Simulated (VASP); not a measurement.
**MoH6: single point with PBE**

MoH6:

```
H Mo
1.0
     0.00000    2.85302    2.85302
     2.85302    0.00000    2.85302
     2.85302    2.85302    0.00000
H Mo
6 1
Direct
  0.18234 0.81766 0.81766
  0.81766 0.18234 0.18234
  0.81766 0.18234 0.81766
  0.18234 0.81766 0.18234
  0.81766 0.81766 0.18234
  0.18234 0.18234 0.81766
  0.50000 0.50000 0.50000
```

- Program: VASP 6.6.1
- Task: single point
- Functional: PBE
- Potentials or basis: VASP PAW PBE potentials, release 64 (H, Mo_sv)
- Cutoff: 500 eV
- k mesh: 3 × 3 × 3
- Occupations: gaussian, width 0.15 eV
- Spin: no spin polarisation
- Dipole correction: no
- Further INCAR settings: ALGO = Normal; EDIFF = 1e-06; NBANDS = 19

```
Pressure               : -0.5 GPa
Largest force          : 0.025 eV/Å
Band gap on the k mesh : zero (band 10 reaches 3.54 eV, above the bottom of band 11 at 2.97 eV)
```

Forces on the atoms (eV/Å):
```
H    0.025  0.000  0.000
H   -0.025  0.000  0.000
H    0.000  0.025  0.000
H    0.000 -0.025  0.000
H    0.000  0.000  0.025
H    0.000  0.000 -0.025
Mo   0.000  0.000  0.000
```

Levels at points of the mesh, in eV from the Fermi level:
```csv
k point,band 7,band 8,band 9,band 10,band 11,band 12,band 13,band 14
"(0.00, 0.00, 0.00)",-2.67,-0.94,-0.94,-0.94,-0.66,-0.66,-0.66,4.23
```

Wall time 4.6 s on 1 thread of AMD EPYC 7R13 Processor (Zen 3), with other jobs on the host, peak memory 0.13 GiB.

Caveat: the k points lie up to 0.64 Å⁻¹ apart.
